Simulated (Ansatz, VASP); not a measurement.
**One calculation of Ni, two programs**

```
Ni
1.0
     0.00000    1.71083    1.71083
     1.71083    0.00000    1.71083
     1.71083    1.71083    0.00000
Ni
1
Direct
  0.00000 0.00000 0.00000
```

Change from the starting cell: volume scaled by 0.92, LAPW.

Alike in both runs: task single point; functional PBE; k mesh 18 × 18 × 18; occupations fermi-dirac, width 0.05 eV; collinear spin.

|  | VASP | Ansatz |
| --- | --- | --- |
| version | VASP 6.6.1 | Ansatz 0.2.0 |
| potentials or method | VASP PAW PBE potentials, release 64 (Ni), cutoff 520 eV | all-electron LAPW, scalar-relativistic |

|  | VASP | Ansatz | Ansatz less VASP |
| --- | --- | --- | --- |
| pressure (GPa) | 20.1 | 20.4 | +0.32 |
| net moment per atom (μB) | 0.61 | 0.61 | +0.006 |
| size of the moment on the site where the two differ most (μB) | 0.61 | 0.63 | +0.024 |

Site moments also hang on the region over which each program counts them. Ansatz ran all-electron here, and VASP with PAW potentials.
